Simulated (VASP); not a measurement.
# RbCaH3 (Cmmm) in VASP: a series of runs, part 2 of 2

VASP 6.6.1. Earlier steps stand in the parts before.

## (3) Single point, LDA (strain +0.0450 x Voigt [0, 0, 0, 1, 0, 0])

INCAR

```
PREC = Accurate
ENCUT = 520
EDIFF = 1E-6
ISMEAR = 0
SIGMA = 0.05
LREAL = False
LASPH = True
NELM = 100
ALGO = Normal
ISIF = 2
LWAVE = False
LCHARG = True
GGA = CA
LELF = True
LVHAR = True
NBANDS = 19
```

KPOINTS

```
regular mesh
0
Gamma
  6 6 6
```

POSCAR

```
RbCaH3
1.0
    4.5470000000      0.0000000000      0.0000000000
    0.0000000000      4.5470000000      0.1023075000
    0.0000000000      0.1023075000      4.5470000000
Rb Ca H
1 1 3
Direct
    0.0000000000      0.0000000000      0.0000000000
    0.5000000000      0.5000000000      0.5000000000
    0.0000000000      0.5000000000      0.5000000000
    0.5000000000      0.0000000000      0.5000000000
    0.5000000000      0.5000000000      0.0000000000
```

Potentials or basis: VASP PAW LDA potentials, release 64 (Rb_sv, Ca_sv, H).

Run with:

```
$ cat potpaw_LDA.64/Rb_sv/POTCAR potpaw_LDA.64/Ca_sv/POTCAR potpaw_LDA.64/H/POTCAR > POTCAR
$ mpirun -np 1 vasp_std > vasp.out
```

OUTCAR:

```text
PREC = Accurate
   ENCUT = 520
   EDIFF = 1E-6
   ISMEAR = 0
   LREAL = False
   LASPH = True
   NELM = 100
   ISIF = 2
   GGA = CA

 ion  position               nearest neighbor table
   1  0.000  0.000  0.000-   3 3.14   3 3.14   4 3.22   4 3.22   5 3.22   5 3.22   4 3.22   5 3.22
                             4 3.22   5 3.22   3 3.29   3 3.29   2 3.88   2 3.88   2 3.88   2 3.88
   2  0.500  0.500  0.500-   1 3.88   1 3.88   1 3.88   1 3.88   1 4.00   1 4.00   1 4.00   1 4.00

   3  0.000  0.500  0.500-   1 3.14   1 3.14   1 3.29   1 3.29
   4  0.500  0.000  0.500-   1 3.22   1 3.22   1 3.22   1 3.22
   5  0.500  0.500  0.000-   1 3.22   1 3.22   1 3.22   1 3.22

  LATTYP: Found a base centered orthorhombic cell.
 ALAT       =     6.2857444141
 B/A-ratio  =     1.0460358056
 C/A-ratio  =     0.7233828964

  Lattice vectors:

 A1 = (   0.0000000000,  -0.1023075000,  -4.5470000000)
 A2 = (   0.0000000000,   4.5470000000,   0.1023075000)
 A3 = (   4.5470000000,   0.0000000000,   0.0000000000)

Analysis of symmetry for initial positions (statically):
=====================================================================
 Subroutine PRICEL returns:
 Original cell was already a primitive cell.
[... 181 lines left out ...]
 fundamental gap:      2.8072979656
 Fermi energy:        -0.9971875606

 k-point     1 :       0.0000    0.0000    0.0000
  band No.  band energies     occupation
      1     -39.5589      2.00000
      2     -26.6194      2.00000
      3     -20.8903      2.00000
      4     -20.8754      2.00000
      5     -20.8597      2.00000
      6     -10.7547      2.00000
[... 505 lines left out ...]
      6     -10.9050      2.00000
[... 11 lines left out ...]
     18       6.4256      0.00000
     19       6.7470      0.00000

 [... further k-points ...]

------------------------ aborting loop because EDIFF is reached ----------------------------------------

  FORCE on cell =-STRESS in cart. coord.  units (eV):
  Direction    XX          YY          ZZ          XY          YZ          ZX
  --------------------------------------------------------------------------------------
  -------------------------------------------------------------------------------------
  Total       -1.3920470     -1.3919873     -1.3919873      0.0000000     -0.4491913      0.0000000
  in kB      -23.7361102    -23.7350912    -23.7350912      0.0000000     -7.6592637      0.0000000
  external PRESSURE =     -23.7354308 kB  Pullay stress =       0.0000000 kB

 VOLUME and BASIS-vectors are now :
 -----------------------------------------------------------------------------
  energy-cutoff  :      520.00
  volume of cell :       93.96
      direct lattice vectors                 reciprocal lattice vectors
     4.547000000  0.000000000  0.000000000     0.219925225  0.000000000  0.000000000
     0.000000000  4.547000000  0.102307500     0.000000000  0.220036619 -0.004950824
     0.000000000  0.102307500  4.547000000     0.000000000 -0.004950824  0.220036619

 POSITION                                       TOTAL-FORCE (eV/Angst)
 -----------------------------------------------------------------------------------
      0.00000      0.00000      0.00000         0.000000      0.000000      0.000000
      2.27350      2.32465      2.32465         0.000000     -0.000000      0.000000
      0.00000      2.32465      2.32465         0.000000      0.000000      0.000000
      2.27350      0.05115      2.27350         0.000000      0.000000      0.000000
      2.27350      2.27350      0.05115         0.000000      0.000000      0.000000
 -----------------------------------------------------------------------------------
    total drift:                                0.000000      0.000000      0.000000

  FREE ENERGIE OF THE ION-ELECTRON SYSTEM (eV)
  ---------------------------------------------------
  free  energy   TOTEN  =       -15.8018189290 eV

  energy  without entropy=      -15.8018189290  energy(sigma->0) =      -15.80181893
```

OSZICAR:

```text
N       E                     dE             d eps       ncg     rms          rms(c)
DAV:   1     0.141116047419E+03    0.14112E+03   -0.10229E+04  1976   0.103E+03
DAV:   2    -0.786197546996E+01   -0.14898E+03   -0.14533E+03  2301   0.255E+02
DAV:   3    -0.171354901898E+02   -0.92735E+01   -0.92410E+01  3583   0.546E+01
DAV:   4    -0.173501450598E+02   -0.21465E+00   -0.21445E+00  2601   0.744E+00
DAV:   5    -0.173587356139E+02   -0.85906E-02   -0.85900E-02  3024   0.962E-01    0.669E+00
DAV:   6    -0.161768997596E+02    0.11818E+01   -0.10656E+00  2224   0.368E+00    0.356E+00
DAV:   7    -0.158001694618E+02    0.37673E+00   -0.13128E+00  2371   0.389E+00    0.120E+00
DAV:   8    -0.158056716590E+02   -0.55022E-02   -0.12305E-01  2573   0.160E+00    0.300E-01
DAV:   9    -0.158020602331E+02    0.36114E-02   -0.80725E-03  2498   0.399E-01    0.870E-02
DAV:  10    -0.158018147891E+02    0.24544E-03   -0.19556E-03  2665   0.226E-01    0.355E-02
DAV:  11    -0.158018411753E+02   -0.26386E-04   -0.22756E-04  2437   0.705E-02    0.240E-02
DAV:  12    -0.158018189761E+02    0.22199E-04   -0.75688E-05  2846   0.378E-02    0.930E-03
DAV:  13    -0.158018189290E+02    0.47135E-07   -0.35001E-06  2284   0.118E-02
   1 F= -.15801819E+02 E0= -.15801819E+02  d E =-.516650E-22
```

Run time: 41 s. Hardware: 1 thread of AMD EPYC 9R45 (Zen 5), shared host; peak memory 0.21 GiB.

What came out:

```
Free energy            : -15.8018 eV
Pressure               : -2.4 GPa
Band gap on the k mesh : 2.81 eV
```

Stress tensor (GPa, compression positive):
```
-2.37  0.00  0.00
 0.00 -2.37 -0.77
 0.00 -0.77 -2.37
```

Levels at points of the mesh, in eV from the valence-band top:
```
           k point  band 7  band 8  band 9  band 10  band 11  band 12  band 13  band 14  band 15  band 16
(0.00, 0.00, 0.00)   -9.42   -9.41   -2.92    -0.49    -0.48     5.68     5.74     5.87     7.06     7.11
(0.50, 0.00, 0.00)   -9.42   -9.40   -1.63    -0.85    -0.23     5.29     5.31     5.57     5.90     6.07
(0.00, 0.50, 0.00)   -9.41   -9.41   -1.63    -0.84    -0.24     5.30     5.30     5.54     5.91     6.08
(0.50, 0.50, 0.00)   -9.57   -9.39   -1.28    -0.11    -0.11     2.81     4.69     4.71     5.49     6.12
(0.00, 0.50, 0.50)   -9.57   -9.39   -1.28    -0.22     0.00     2.81     4.70     4.72     5.47     6.12
(0.50, 0.50, 0.50)   -9.55   -9.54   -0.41    -0.32    -0.20     4.02     4.10     4.19     5.37     6.16
```

Caveat: the cell differs from its parent crystal (strain +0.0450 x Voigt [0, 0, 0, 1, 0, 0]). A k mesh can miss the band edges.

## (4) Single point, LDA (strain -0.0300 x Voigt [0, 0, 0, 1, 0, 0])

INCAR

```
SYSTEM = RbCaH3
  PREC = Accurate
  ENCUT = 520
  EDIFF = 1E-6
  ISMEAR = 0
  SIGMA = 0.05
  LREAL = .False.
  LASPH = .True.
  NELM = 80
  ALGO = Normal
  ISIF = 2
  LWAVE = .False.
  LCHARG = .True.
  LELF = .True.
  LVHAR = .True.
  NBANDS = 19
```

KPOINTS

```
regular mesh
0
Gamma
  6 6 6
  0 0 0
```

POSCAR, as its differences from that of step 3:

```diff
@@ -3,4 +3,4 @@
     4.5470000000      0.0000000000      0.0000000000
-    0.0000000000      4.5470000000      0.1023075000
-    0.0000000000      0.1023075000      4.5470000000
+    0.0000000000      4.5470000000     -0.0682050000
+    0.0000000000     -0.0682050000      4.5470000000
 Rb Ca H
```

Run with:

```
$ cat potpaw_LDA.64/Rb_sv/POTCAR potpaw_LDA.64/Ca_sv/POTCAR potpaw_LDA.64/H/POTCAR > POTCAR
$ mpirun -np 1 vasp_std > vasp.out
```

Run time: 41 s. Hardware: 1 thread of AMD EPYC 9R45 (Zen 5), shared host; peak memory 0.21 GiB.

It converged, with:

| Quantity | Value |
| --- | --- |
| Free energy | -15.8071 eV |
| Pressure | -2.4 GPa |
| Band gap on the k mesh | 2.85 eV |

Stress tensor (GPa, compression positive):
```
-2.38  0.00  0.00
 0.00 -2.38  0.51
 0.00  0.51 -2.38
```

Levels at points of the mesh, in eV from the valence-band top:
```tsv
k point	band 7	band 8	band 9	band 10	band 11	band 12	band 13	band 14	band 15	band 16
(0.00, 0.00, 0.00)	-9.38	-9.38	-2.88	-0.45	-0.44	5.76	5.80	5.88	7.11	7.14
(0.50, 0.00, 0.00)	-9.38	-9.36	-1.59	-0.81	-0.20	5.33	5.34	5.60	5.94	6.12
(0.00, 0.50, 0.00)	-9.37	-9.37	-1.59	-0.80	-0.20	5.34	5.34	5.59	5.94	6.12
(0.50, 0.50, 0.00)	-9.54	-9.35	-1.24	-0.07	-0.07	2.85	4.74	4.75	5.51	6.16
(0.00, 0.50, 0.50)	-9.53	-9.35	-1.24	-0.14	0.00	2.85	4.74	4.75	5.51	6.16
(0.50, 0.50, 0.50)	-9.51	-9.51	-0.34	-0.28	-0.20	4.08	4.14	4.20	5.41	6.21
```

Caveat: the cell differs from its parent crystal (strain -0.0300 x Voigt [0, 0, 0, 1, 0, 0]).

## (5) Summary

```csv
cell,gap on the mesh (eV),pressure (GPa)
"a = 4.547, b = 4.549, c = 4.549 Å, angles 93.4, 90.0, 90.0°, 5 atoms",2.76,-2.4
"a = 4.547, b = 4.548, c = 4.548 Å, angles 87.4, 90.0, 90.0°, 5 atoms",2.81,-2.4
"a = 4.547 Å, angles 91.7, 90.0, 90.0°, 5 atoms",2.85,-2.4
```

Alike in all rows: task single point; level LDA; potentials or basis VASP PAW LDA potentials, release 64 (Rb_sv, Ca_sv, H); no spin polarisation; k mesh 6 × 6 × 6; cutoff (eV) 520; smearing gaussian 0.05 eV.

Total energies depend on the potentials used, so only differences within one code and one set of settings carry meaning.
